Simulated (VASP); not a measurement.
# Cu in VASP: further runs

Cu is run at these levels: LDA; tasks: single point.

Everything below comes from runs of VASP 6.6.1. Logs are shortened: lines on timing, memory, paths and dates and some standing lists are left out, and cuts for length are marked.

## Step 1: The cell of the first run

The cell holds a slab with vacuum, 3 atoms: a = 2.488 Å, b = 2.488 Å, c = 18.063 Å, α = 90.00°, β = 90.00°, γ = 120.00°.

## Step 2: Single point, LDA

File INCAR:

```
SYSTEM = Cu
  ALGO = Fast
  DIPOL = 0.5 0.5 0.498
  EDIFF = 1E-6
  ENCUT = 520
  IDIPOL = 3
  ISIF = 2
  ISMEAR = 0
  LASPH = .TRUE.
  LCHARG = .FALSE.
  LDIPOL = .TRUE.
  LREAL = .FALSE.
  LWAVE = .FALSE.
  NBANDS = 24
  NELM = 60
  PREC = Accurate
  SIGMA = 0.1
```

File KPOINTS:

```
k-points
0
G
  12 12 1
  0 0 0
```

File POSCAR:

```
Cu
1.0
    2.4880527758      0.0000000000      0.0000000000
   -1.2440263879      2.1547169098      0.0000000000
    0.0000000000      0.0000000000     18.0629731692
Cu
3
Direct
    0.6666666667      0.3333333333      0.3875331007
    0.3333333333      0.6666666667      0.4983340526
    0.0000000000      0.0000000000      0.6091142946
```

Potentials or basis: VASP PAW LDA potentials, release 64 (Cu).

The run is started by

```sh
$ cat potpaw_LDA.64/Cu/POTCAR > POTCAR
$ mpirun -np 1 vasp_std > vasp.out
```

OUTCAR:

```text
SYSTEM = Cu
   EDIFF = 1E-6
   ENCUT = 520
   ISIF = 2
   ISMEAR = 0
   LASPH = .TRUE.
   LREAL = .FALSE.
   NELM = 60
   PREC = Accurate

 ion  position               nearest neighbor table
   1  0.667  0.333  0.388-   2 2.46   2 2.46   2 2.46
   2  0.333  0.667  0.498-   3 2.46   3 2.46   3 2.46   1 2.46   1 2.46   1 2.46
   3  0.000  0.000  0.609-   2 2.46   2 2.46   2 2.46

  LATTYP: Found a hexagonal cell.
 ALAT       =     2.4880527758
 C/A-ratio  =     7.2598834498

  Lattice vectors:

 A1 = (   2.4880527758,   0.0000000000,   0.0000000000)
 A2 = (  -1.2440263879,   2.1547169098,   0.0000000000)
 A3 = (   0.0000000000,   0.0000000000,  18.0629731692)

Analysis of symmetry for initial positions (statically):
=====================================================================
 Subroutine PRICEL returns:
 Original cell was already a primitive cell.

 Routine SETGRP: Setting up the symmetry group for a
 hexagonal supercell.

 Subroutine GETGRP returns: Found  6 space group operations
 (whereof  6 operations were pure point group operations)
 out of a pool of 24 trial point group operations.

The static configuration has the point symmetry C_3v.

Analysis of symmetry for dynamics (positions and initial velocities):
=====================================================================
 Subroutine PRICEL returns:
 Original cell was already a primitive cell.

 Routine SETGRP: Setting up the symmetry group for a
 hexagonal supercell.

 Subroutine GETGRP returns: Found  6 space group operations
 (whereof  6 operations were pure point group operations)
 out of a pool of 24 trial point group operations.

The dynamic configuration has the point symmetry C_3v.

 Subroutine INISYM returns: Found  6 space group operations
 (whereof  6 operations are pure point group operations),
 and found     1 'primitive' translations

----------------------------------------------------------------------------------------

                                     Primitive cell

  volume of cell :      96.8365

  direct lattice vectors                    reciprocal lattice vectors
     2.488052776  0.000000000  0.000000000     0.401920735  0.232049044  0.000000000
    -1.244026388  2.154716910  0.000000000     0.000000000  0.464098089  0.000000000
     0.000000000  0.000000000 18.062973169     0.000000000  0.000000000  0.055361872

  length of vectors
     2.488052776  2.488052776 18.062973169     0.464098089  0.464098089  0.055361872

  position of ions in fractional coordinates (direct lattice)
     0.666666667  0.333333333  0.387533101
     0.333333333  0.666666667  0.498334053
     0.000000000  0.000000000  0.609114295

  ion indices of the primitive-cell ions
   primitive index   ion index
                 1           1
                 2           2
                 3           3

----------------------------------------------------------------------------------------

 KPOINTS: k-points

Automatic generation of k-mesh.
 Grid dimensions read from file:
 generate k-points for:   12   12    1

 Generating k-lattice:

  Cartesian coordinates                     Fractional coordinates (reciprocal lattice)
     0.033493395  0.019337420  0.000000000     0.083333333  0.000000000  0.000000000
     0.000000000  0.038674841  0.000000000     0.000000000  0.083333333  0.000000000
     0.000000000  0.000000000  0.055361872     0.000000000  0.000000000  1.000000000

  Length of vectors
     0.038674841  0.038674841  0.055361872

  Shift w.r.t. Gamma in fractional coordinates (k-lattice)
     0.000000000  0.000000000  0.000000000

 Subroutine IBZKPT returns following result:
 ===========================================

 Found     19 irreducible k-points:

 Following reciprocal coordinates:
            Coordinates               Weight
  0.000000  0.000000  0.000000      1.000000
  0.083333  0.000000  0.000000      6.000000
  0.166667  0.000000  0.000000      6.000000
  0.250000  0.000000  0.000000      6.000000
  0.333333  0.000000  0.000000      6.000000
  0.416667  0.000000  0.000000      6.000000
[... 11 lines left out ...]
  0.333333  0.250000  0.000000     12.000000
  0.333333  0.333333  0.000000      2.000000
   k-points           NKPTS =     19   k-points in BZ     NKDIM =     19   number of bands    NBANDS=     24
   number of dos      NEDOS =    301   number of ions     NIONS =      3
   total plane-waves  NPLWV =  56000
   dimension x,y,z NGX =    20 NGY =   20 NGZ =  140
   dimension x,y,z NGXF=    40 NGYF=   40 NGZF=  280
   ions per type =               3
   NGX,Y,Z   is equivalent  to a cutoff of  13.36, 13.36, 12.89 a.u.
   NGXF,Y,Z  is equivalent  to a cutoff of  26.73, 26.73, 25.77 a.u.
 SYSTEM =  Cu
   PREC   = accura    normal or accurate (medium, high low for compatibility)
   ISTART =      0    job   : 0-new  1-cont  2-samecut
   ICHARG =      2    charge: 1-file 2-atom 10-const
   ISPIN  =      1    spin polarized calculation?
   LNONCOLLINEAR =      F non collinear calculations
   LSORBIT =      F    spin-orbit coupling
   LASPH  =      T    aspherical Exc in radial PAW
   ENCUT  =  520.0 eV  38.22 Ry    6.18 a.u.   4.63  4.63 33.59*2*pi/ulx,y,z
   NELM   =     60;   NELMIN=  2; NELMDL= -5     # of ELM steps
   EDIFF  = 0.1E-05   stopping-criterion for ELM
   LREAL  =      F    real-space projection
   EDIFFG = 0.1E-04   stopping-criterion for IOM
   NSW    =      0    number of steps for IOM
   IBRION =     -1    ionic relax: 0-MD 1-quasi-New 2-CG
   NFREE  =      0    steps in history (QN), initial steepest desc. (CG)
   ISIF   =      2    stress and relaxation
   ISYM   =      2    0-nonsym 1-usesym 2-fastsym
   POTIM  = 0.5000    time-step for ionic-motion
   TEBEG  =    0.0;   TEEND  =   0.0 temperature during run
   PSTRESS=    0.0 pullay stress
   NELECT =      33.0000    total number of electrons
   NUPDOWN=      -1.0000    fix difference up-down
   EMIN   =  10.00;   EMAX   =-10.00  energy-range for DOS
   EFERMI =   0.00;   METHOD = LEGACY
   ISMEAR =     0;   SIGMA  =   0.10  broadening in eV -4-tet -1-fermi 0-gaus
   EFERMI_NEDOS =   21; number of points for ismear=-14 and -15
   IALGO  =     68    algorithm
   IMIX   =      4    mixing-type and parameters
     AMIX     =   0.40;   BMIX     =  1.00
     AMIX_MAG =   1.60;   BMIX_MAG =  1.00
  volume/ion in A,a.u.               =      32.28       217.83
  Fermi-wavevector in a.u.,A,eV,Ry     =   1.143492  2.160887 17.790624  1.307574
  Thomas-Fermi vector in A             =   2.280187
   LORBIT       =      0    0 simple, 1 ext, 2 COOP (PROOUT), +10 PAW based schemes
   GGA     = CA    functional components
   LHFCALC =     F    Hartree Fock is set to
   AEXX    =    0.0000 exact exchange contribution
   IVDW    =     0    specifies the selected vdW correction
   LEPSILON=     F    determine dielectric tensor
   LRPA    =     F    only Hartree local field effects (RPA)
 non-spin polarized calculation
 RMM-DIIS sequential band-by-band and
 Gauss-broadening in eV      SIGMA  =   0.10
  energy-cutoff  :      520.00
  volume of cell :       96.84
 maximum number of plane-waves:      2632
 NGX is ok and might be reduce to    20

 dipolmoment           0.000000      0.000000      0.000292 electrons x Angstroem

 number of electron      33.0000022 magnetization

 dipolmoment           0.000000      0.000000     -0.000003 electrons x Angstroem

 Free energy of the ion-electron system (eV)
  ---------------------------------------------------
  ext. energy  EPLUGINS =         0.00000000
  ---------------------------------------------------
  free energy    TOTEN  =       -12.89810731 eV

  energy without entropy =      -12.88068799  energy(sigma->0) =      -12.88939765

 E-fermi :  -0.5109     XC(G=0):  -5.6355

 val. band max:       -0.5172886680   @ k =   0.4167   0.0833   0.0000
 cond. band min:      -0.4851928457   @ k =   0.3333   0.1667   0.0000
 fundamental gap:      0.0320958223
 Fermi energy:        -0.5108929765

 k-point     1 :       0.0000    0.0000    0.0000
  band No.  band energies     occupation
      1      -9.7403      2.00000
      2      -7.5762      2.00000
      3      -6.1404      2.00000
      4      -3.8085      2.00000
      5      -3.8085      2.00000
      6      -3.7769      2.00000
[... 16 lines left out ...]
     23       7.5002      0.00000
     24       7.8147      0.00000

 k-point     2 :       0.0833    0.0000    0.0000
  band No.  band energies     occupation
      1      -9.5075      2.00000
      2      -7.3596      2.00000
      3      -5.9674      2.00000
      4      -3.9456      2.00000
      5      -3.7905      2.00000
      6      -3.7629      2.00000
[... 16 lines left out ...]
     23       7.7227      0.00000
     24       8.0067      0.00000

 k-point     3 :       0.1667    0.0000    0.0000
  band No.  band energies     occupation
      1      -8.8315      2.00000
      2      -6.7590      2.00000
      3      -5.5157      2.00000
      4      -4.1954      2.00000
      5      -4.0174      2.00000
      6      -3.7939      2.00000
[... 16 lines left out ...]
     23       8.3882      0.00000
     24       8.5915      0.00000
[... 379 lines left out ...]
 k-point    18 :       0.3333    0.2500    0.0000
  band No.  band energies     occupation
      1      -5.0740      2.00000
      2      -4.9873      2.00000
      3      -4.7751      2.00000
      4      -4.5857      2.00000
      5      -4.3141      2.00000
      6      -4.0437      2.00000
[... 16 lines left out ...]
     23       8.5318      0.00000
     24       9.8820      0.00000

 k-point    19 :       0.3333    0.3333    0.0000
  band No.  band energies     occupation
      1      -4.8138      2.00000
      2      -4.7813      2.00000
      3      -4.7805      2.00000
      4      -4.5820      2.00000
      5      -4.5814      2.00000
      6      -3.8349      2.00000
[... 16 lines left out ...]
     23       8.1433      0.00000
     24       9.4962      0.00000

------------------------ aborting loop because EDIFF is reached ----------------------------------------

 vacuum level on the upper side and lower side of the slab       (xc-potential included)        -0.186        -0.188

  FORCE on cell =-STRESS in cart. coord.  units (eV):
  Direction    XX          YY          ZZ          XY          YZ          ZX
  --------------------------------------------------------------------------------------
  -------------------------------------------------------------------------------------
  Total       -1.1879091     -1.1879091      0.0683553      0.0000000     -0.0000000      0.0000000
  in kB      -19.6541724    -19.6541724      1.1309501      0.0000000     -0.0000000      0.0000000
  external PRESSURE =     -12.7257982 kB  Pullay stress =       0.0000000 kB

 VOLUME and BASIS-vectors are now :
 -----------------------------------------------------------------------------
  energy-cutoff  :      520.00
  volume of cell :       96.84
      direct lattice vectors                 reciprocal lattice vectors
     2.488052776  0.000000000  0.000000000     0.401920735  0.232049044  0.000000000
    -1.244026388  2.154716910  0.000000000     0.000000000  0.464098089  0.000000000
     0.000000000  0.000000000 18.062973169     0.000000000  0.000000000  0.055361872

 POSITION                                       TOTAL-FORCE (eV/Angst)
 -----------------------------------------------------------------------------------
      1.24403      0.71824      7.00000        -0.000000      0.000000     -0.023460
     -0.00000      1.43648      9.00139         0.000000     -0.000000     -0.001686
      0.00000      0.00000     11.00242        -0.000000     -0.000000      0.025146
 -----------------------------------------------------------------------------------
    total drift:                                0.000000      0.000000     -0.000862

  FREE ENERGIE OF THE ION-ELECTRON SYSTEM (eV)
  ---------------------------------------------------
  free  energy   TOTEN  =       -12.8981073132 eV

  energy  without entropy=      -12.8806879948  energy(sigma->0) =      -12.88939765

 vacuum level on the upper side and lower side of the slab         4.479         4.479
```

Run time: 72 s. Hardware: 1 thread of Intel Xeon Platinum 8259CL at 2.50GHz (Skylake/Cascade Lake), shared host; peak memory 0.19 GiB.

Results:

```
Free energy            : -12.8981 eV
Largest force          : 0.025 eV/Å
Band gap on the k mesh : zero (an odd number of electrons rules out a gap without spin polarisation)
```

Forces on the atoms (eV/Å):
```
Cu   0.000  0.000 -0.023
Cu   0.000  0.000 -0.002
Cu   0.000  0.000  0.025
```

## Step 3: Single point, LDA

This run uses another cell than the first one: it holds 12 atoms, not 3.

File INCAR:

```
SYSTEM = Cu
PREC = Accurate
ENCUT = 520
EDIFF = 1E-6
ISMEAR = 0
SIGMA = 0.1
LREAL = .False.
LASPH = .True.
NELM = 80
ALGO = Fast
ISIF = 2
LWAVE = .False.
LCHARG = .False.
LDIPOL = .True.
IDIPOL = 3
DIPOL = 0.5 0.5 0.308
NBANDS = 78
```

File KPOINTS:

```
regular mesh
0
Gamma
  6 6 1
  0 0 0
```

File POSCAR:

```
Cu
1.0
    4.9761055516      0.0000000000      0.0000000000
   -2.4880527758      4.3094338196      0.0000000000
    0.0000000000      0.0000000000     19.5024151607
Cu
12
Direct
    0.3333333333      0.1666666667      0.2051028022
    0.3333333333      0.6666666667      0.2051028022
    0.8333333333      0.1666666667      0.2051028022
    0.8333333333      0.6666666667      0.2051028022
    0.1666666667      0.3333333333      0.3077257135
    0.1666666667      0.8333333333      0.3077257135
    0.6666666667      0.3333333333      0.3077257135
    0.6666666667      0.8333333333      0.3077257135
    0.0000000000      0.0000000000      0.4103294435
    0.0000000000      0.5000000000      0.4103294435
    0.5000000000      0.0000000000      0.4103294435
    0.5000000000      0.5000000000      0.4103294435
```

Potentials or basis: VASP PAW LDA potentials, release 64 (Cu).

The run is started by

```sh
$ cat potpaw_LDA.64/Cu/POTCAR > POTCAR
$ mpirun -np 1 vasp_std > vasp.out
```

Run time: 8.5 min. Hardware: 1 thread of Intel Xeon Platinum 8259CL at 2.50GHz (Skylake/Cascade Lake), shared host; peak memory 0.45 GiB.

Results (log left out):

```
Free energy            : -51.5932 eV
Largest force          : 0.026 eV/Å
Band gap on the k mesh : zero (bands 66 and 67 overlap by 0.42 eV)
```

Forces in eV/Å, atoms in the order of the input:
```
Cu   0.000  0.000 -0.023
Cu   0.000  0.000 -0.023
Cu   0.000  0.000 -0.023
Cu   0.000  0.000 -0.023
Cu   0.000  0.000 -0.003
Cu   0.000  0.000 -0.003
Cu   0.000  0.000 -0.003
Cu   0.000  0.000 -0.003
Cu   0.000  0.000  0.026
Cu   0.000  0.000  0.026
Cu   0.000  0.000  0.026
Cu   0.000  0.000  0.026
```

Levels at points of the mesh, in eV from the Fermi level:
| k point | band 62 | band 63 | band 64 | band 65 | band 66 | band 67 | band 68 | band 69 | band 70 | band 71 |
| --- | --- | --- | --- | --- | --- | --- | --- | --- | --- | --- |
| (0.00, 0.00, 0.00) | -1.39 | -1.39 | -0.18 | -0.02 | -0.02 | -0.02 | 1.24 | 1.24 | 1.24 | 1.65 |
| (0.50, 0.00, 0.00) | -1.66 | -1.59 | -1.59 | 0.05 | 0.05 | 0.38 | 0.38 | 1.29 | 1.29 | 3.02 |
